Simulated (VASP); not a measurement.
# PbS in VASP: a series of runs, part 2 of 2

VASP 6.6.1. Earlier steps stand in the parts before.

## (3) Single point, HSE06

POSCAR

```
PbS
1.0
    5.9555923527      0.0000000000      0.0000000000
    0.0000000000      2.9685439711      2.9685439985
    0.0000000000     -2.9685439711      2.9685439985
Pb S
2 2
Direct
    0.7498944807      0.2605185143      0.7605185143
    0.2501055193      0.7605185143      0.2605185143
    0.7496621079      0.7604814857      0.2604814857
    0.2503378921      0.2604814857      0.7604814857
```

INCAR.step1

```
SYSTEM = PbS
PREC = Accurate
ENCUT = 400
EDIFF = 1E-5
ISMEAR = 0
SIGMA = 0.01
LREAL = .FALSE.
LASPH = .TRUE.
NELM = 120
ALGO = Normal
ISIF = 2
LWAVE = .TRUE.
GGA = PE
NBANDS = 28
GGA_COMPAT = .FALSE.
```

INCAR.step2

```
SYSTEM = PbS
PREC = Accurate
ENCUT = 400
EDIFF = 1E-6
ISMEAR = 0
SIGMA = 0.01
LREAL = .FALSE.
LASPH = .TRUE.
NELM = 120
ALGO = Normal
ISIF = 2
LWAVE = .FALSE.
LCHARG = .TRUE.
GGA = PE
LHFCALC = .TRUE.
HFSCREEN = 0.2079
PRECFOCK = Normal
LELF = .TRUE.
LVHAR = .TRUE.
ISTART = 1
NBANDS = 28
GGA_COMPAT = .FALSE.
```

KPOINTS

```
regular mesh
0
G
  2 4 4
  0 0 0
```

Potentials or basis: VASP PAW PBE potentials, release 64 (Pb_d, S).

Started as:

```sh
> cat potpaw_PBE.64/Pb_d/POTCAR potpaw_PBE.64/S/POTCAR > POTCAR
> cp INCAR.step1 INCAR
> mpirun -np 1 vasp_std > vasp.out
> cp INCAR.step2 INCAR
> mpirun -np 1 vasp_std > vasp.out
```

OUTCAR:

```text
SYSTEM = PbS
   PREC = Accurate
   ENCUT = 400
   EDIFF = 1E-6
   ISMEAR = 0
   LREAL = .FALSE.
   LASPH = .TRUE.
   NELM = 120
   ISIF = 2
   GGA = PE
   LHFCALC = .TRUE.
   HFSCREEN = 0.2079
   PRECFOCK = Normal
   ISTART = 1

 ion  position               nearest neighbor table
   1  0.750  0.261  0.761-   3 2.97   3 2.97   3 2.97   3 2.97   4 2.98   4 2.98
   2  0.250  0.761  0.261-   4 2.97   4 2.97   4 2.97   4 2.97   3 2.98   3 2.98
   3  0.750  0.760  0.260-   1 2.97   1 2.97   1 2.97   1 2.97   2 2.98   2 2.98
   4  0.250  0.260  0.760-   2 2.97   2 2.97   2 2.97   2 2.97   1 2.98   1 2.98

  LATTYP: Found a simple tetragonal cell.
 ALAT       =     4.1981551638
 C/A-ratio  =     1.4186213040

  Lattice vectors:

 A1 = (   0.0000000000,   2.9685439711,   2.9685439985)
 A2 = (   0.0000000000,  -2.9685439711,   2.9685439985)
 A3 = (   5.9555923527,   0.0000000000,   0.0000000000)

Analysis of symmetry for initial positions (statically):
=====================================================================
 Subroutine PRICEL returns:
 Original cell was already a primitive cell.

 Routine SETGRP: Setting up the symmetry group for a
 simple tetragonal supercell.

 Subroutine GETGRP returns: Found  4 space group operations
 (whereof  2 operations were pure point group operations)
 out of a pool of 16 trial point group operations.

The static configuration has the point symmetry C_2 .
 The point group associated with its full space group is C_2v.

Analysis of symmetry for dynamics (positions and initial velocities):
=====================================================================
 Subroutine PRICEL returns:
 Original cell was already a primitive cell.

[... 124 lines left out ...]
  Thomas-Fermi vector in A             =   2.323063
   LORBIT       =      0    0 simple, 1 ext, 2 COOP (PROOUT), +10 PAW based schemes
   GGA     = PE    functional components
   LHFCALC =     T    Hartree Fock is set to
   PRECFOCK=normal    Normal, Fast or Accurate (Low or Medium for compatibility)
   ENCUT4O =  -1.0   cutoff for four orbital integrals eV
   NKREDX  =     1    reduce k-point grid by
   NKREDY  =     1    reduce k-point grid by
   NKREDZ  =     1    reduce k-point grid by
   AEXX    =    0.2500 exact exchange contribution
   HFSCREEN=    0.2079 screening length (either q_TF or 0.3 A-1)
   HFSCREENC=   0.2079 screening length for correlation (either q_TF or 0.3 A-1)
   ENCUTFOCK=  -1.0 apply spherical cutoff to Coloumb kernel
   IVDW    =     0    specifies the selected vdW correction
   LEPSILON=     F    determine dielectric tensor
   LRPA    =     F    only Hartree local field effects (RPA)
 non-spin polarized calculation
 Gauss-broadening in eV      SIGMA  =   0.01
  energy-cutoff  :      400.00
  volume of cell :      104.96
 maximum number of plane-waves:      1932
 NGX is ok and might be reduce to    40
  NGX = 30; NGY = 24; NGZ = 24

 number of electron      39.9999988 magnetization

 Free energy of the ion-electron system (eV)
  ---------------------------------------------------
  ext. energy  EPLUGINS =         0.00000000
  ---------------------------------------------------
  free energy    TOTEN  =       -20.42788349 eV

  energy without entropy =      -20.42788349  energy(sigma->0) =      -20.42788349

 E-fermi :   5.5235     XC(G=0):  -8.0159

 val. band max:        5.4629187199   @ k =   0.5000   0.5000   0.0000
 cond. band min:       6.3043491305   @ k =   0.5000   0.5000   0.0000
 fundamental gap:      0.8414304106
 Fermi energy:         5.5234888958

 k-point     1 :       0.0000    0.0000    0.0000
  band No.  band energies     occupation
      1     -13.3057      2.00000
      2     -13.1425      2.00000
      3     -13.1390      2.00000
      4     -13.1387      2.00000
      5     -13.1387      2.00000
      6     -13.1146      2.00000
[... 423 lines left out ...]
     27      14.4747      0.00000
     28      14.4806      0.00000

------------------------ aborting loop because EDIFF is reached ----------------------------------------

  FORCE on cell =-STRESS in cart. coord.  units (eV):
  Direction    XX          YY          ZZ          XY          YZ          ZX
  --------------------------------------------------------------------------------------
  -------------------------------------------------------------------------------------
  Total        3.3005711      0.0894050      0.0895305      0.0000000      0.0000000      0.0000000
  in kB       50.3799515      1.3646794      1.3665938      0.0000000      0.0000000      0.0000000
  external PRESSURE =      17.7037416 kB  Pullay stress =       0.0000000 kB

 VOLUME and BASIS-vectors are now :
 -----------------------------------------------------------------------------
  energy-cutoff  :      400.00
  volume of cell :      104.96
      direct lattice vectors                 reciprocal lattice vectors
     5.955592353  0.000000000  0.000000000     0.167909410  0.000000000  0.000000000
     0.000000000  2.968543971  2.968543998     0.000000000  0.168432742  0.168432740
     0.000000000 -2.968543971  2.968543998     0.000000000 -0.168432742  0.168432740

 POSITION                                       TOTAL-FORCE (eV/Angst)
 -----------------------------------------------------------------------------------
      4.46607     -1.48427      3.03099        -0.003033      0.000000      0.000324
      1.48953      1.48427      3.03099         0.003033      0.000000      0.000324
      4.46468      1.48427      3.03077        -0.002298      0.000000     -0.000324
      1.49091     -1.48427      3.03077         0.002298      0.000000     -0.000324
 -----------------------------------------------------------------------------------
    total drift:                                0.000001      0.000001      0.000832

  FREE ENERGIE OF THE ION-ELECTRON SYSTEM (eV)
  ---------------------------------------------------
  free  energy   TOTEN  =       -20.4278834945 eV

  energy  without entropy=      -20.4278834945  energy(sigma->0) =      -20.42788349
```

Run time: 65 min. Hardware: 1 thread of Intel Xeon 8259CL, shared host; peak memory 0.31 GiB.

What came out:

```yaml
Free_energy: -20.4279 eV
Pressure: 1.8 GPa
Largest_force: 0.003 eV/Å
Band_gap_on_the_k_mesh: 0.84 eV
```

Forces on the atoms (eV/Å):
```
Pb  -0.003  0.000  0.000
Pb   0.003  0.000  0.000
S   -0.002  0.000  0.000
S    0.002  0.000  0.000
```

Levels at points of the mesh, in eV from the valence-band top:
| k point | band 18 | band 19 | band 20 | band 21 | band 22 | band 23 |
| --- | --- | --- | --- | --- | --- | --- |
| (0.00, 0.00, 0.00) | -2.48 | -2.48 | -2.45 | 4.40 | 5.94 | 6.05 |
| (0.50, 0.00, 0.00) | -3.19 | -2.00 | -1.98 | 3.03 | 3.06 | 5.33 |
| (0.00, 0.50, 0.00) | -2.18 | -0.83 | -0.83 | 1.94 | 1.94 | 3.00 |
| (0.50, 0.50, 0.00) | -2.06 | 0.00 | 0.00 | 0.84 | 0.84 | 2.50 |
| (0.00, 0.50, 0.50) | -3.88 | -3.84 | -3.84 | 4.39 | 4.39 | 6.50 |
| (0.50, 0.50, 0.50) | -4.94 | -1.25 | -1.25 | 2.79 | 2.79 | 5.43 |

Caveat: the k points lie up to 0.53 Å⁻¹ apart; the PAW data sets were made with another functional, which shifts forces and pressure a little; spin-orbit coupling is left out, which moves the levels of the heavy elements. A k mesh can miss the band edges.

## (4) Single point, PBE-based screened hybrid with 100 % exact exchange

POSCAR is that of step 3.

INCAR.step1

```
ALGO     = Normal         # electronic algorithm
EDIFF    = 1E-5           # SCF threshold, eV
ENCUT    = 400            # plane-wave cutoff, eV
GGA      = PE             # functional
GGA_COMPAT= F            
ISIF     = 2              # what is computed and relaxed
ISMEAR   = 0              # smearing method
LASPH    = T              # aspherical terms in the spheres
LREAL    = F              # projectors in reciprocal space
LWAVE    = T              # write WAVECAR
NBANDS   = 28             # bands
NELM     = 120            # most SCF steps
PREC     = Accurate       # precision mode
SIGMA    = 0.01           # smearing width, eV
```

INCAR.step2

```
AEXX     = 1.0            # exact-exchange fraction
AGGAC    = 1.0          
ALDAC    = 1.0          
ALGO     = Normal         # electronic algorithm
EDIFF    = 1E-6           # SCF threshold, eV
ENCUT    = 400            # plane-wave cutoff, eV
GGA      = PE             # functional
GGA_COMPAT= F            
HFSCREEN = 0.5            # screening, 1/A
ISIF     = 2              # what is computed and relaxed
ISMEAR   = 0              # smearing method
ISTART   = 1            
LASPH    = T              # aspherical terms in the spheres
LCHARG   = T              # write CHGCAR
LELF     = T              # ELF
LHFCALC  = T              # exact exchange
LREAL    = F              # projectors in reciprocal space
LVHAR    = T            
LWAVE    = F              # write WAVECAR
NBANDS   = 28             # bands
NELM     = 120            # most SCF steps
PREC     = Accurate       # precision mode
PRECFOCK = Normal       
SIGMA    = 0.01           # smearing width, eV
```

KPOINTS

```
k-points
0
Gamma
  2 4 4
```

Started as:

```sh
> cat potpaw_PBE.64/Pb_d/POTCAR potpaw_PBE.64/S/POTCAR > POTCAR
> cp INCAR.step1 INCAR
> mpirun -np 1 vasp_std > vasp.out
> cp INCAR.step2 INCAR
> mpirun -np 1 vasp_std > vasp.out
```

Run time: 90 min. Hardware: 1 thread of AMD EPYC, shared host; peak memory 0.27 GiB.

It converged, with:

```
Free energy            : -24.3849 eV
Pressure               : 0.2 GPa
Largest force          : 0.006 eV/Å
Band gap on the k mesh : 1.05 eV
```

Forces on the atoms (eV/Å):
```
Pb  -0.006  0.000  0.000
Pb   0.006  0.000  0.000
S   -0.005  0.000  0.000
S    0.005  0.000  0.000
```

Stress tensor (GPa, compression positive):
```
 3.63  0.00  0.00
 0.00 -1.47  0.00
 0.00  0.00 -1.47
```

Levels at points of the mesh, in eV from the valence-band top:
```tsv
k point	band 17	band 18	band 19	band 20	band 21	band 22	band 23	band 24
(0.00, 0.00, 0.00)	-4.52	-3.11	-3.08	-3.08	4.59	6.65	6.73	6.73
(0.50, 0.00, 0.00)	-3.83	-3.83	-2.35	-2.33	3.37	3.40	5.58	5.59
(0.00, 0.50, 0.00)	-2.80	-2.80	-0.96	-0.96	2.20	2.20	3.33	3.33
(0.50, 0.50, 0.00)	-2.69	-2.69	0.00	0.00	1.05	1.05	2.79	2.79
(0.00, 0.50, 0.50)	-4.55	-4.55	-4.55	-4.55	4.58	4.58	7.20	7.20
(0.50, 0.50, 0.50)	-5.64	-5.64	-1.67	-1.67	3.17	3.17	5.89	5.89
```

Caveat: the k points lie up to 0.53 Å⁻¹ apart; the PAW data sets were made with another functional, which shifts forces and pressure a little; spin-orbit coupling is left out, which moves the levels of the heavy elements. A k mesh can miss the band edges.

## (5) The runs side by side

| level | k mesh | cutoff (eV) | grid for exact exchange (PRECFOCK) | share of exact exchange | screening parameter | gap on the mesh (eV) | pressure (GPa) |
| --- | --- | --- | --- | --- | --- | --- | --- |
| PBE | 4 × 4 × 4 | 520 | - | - | - | 0.38 | 1.9 |
| HSE06 | 2 × 4 × 4 | 400 | Normal | 0.25 | 0.2079 1/Å | 0.84 | 1.8 |
| PBE-based screened hybrid with 100 % exact exchange | 2 × 4 × 4 | 400 | Normal | 1 | 0.5 1/Å | 1.05 | 0.2 |

Alike in all rows: task single point; potentials or basis VASP PAW PBE potentials, release 64 (Pb_d, S); no spin polarisation; cell as given; smearing gaussian 0.01 eV.

Caveats: some runs use coarse meshes; spin-orbit coupling is left out, which moves the levels of the heavy elements; the PAW data sets were made with another functional, which shifts forces and pressure a little (at least some runs).

Absolute energies hang on the potentials; compare differences alone.
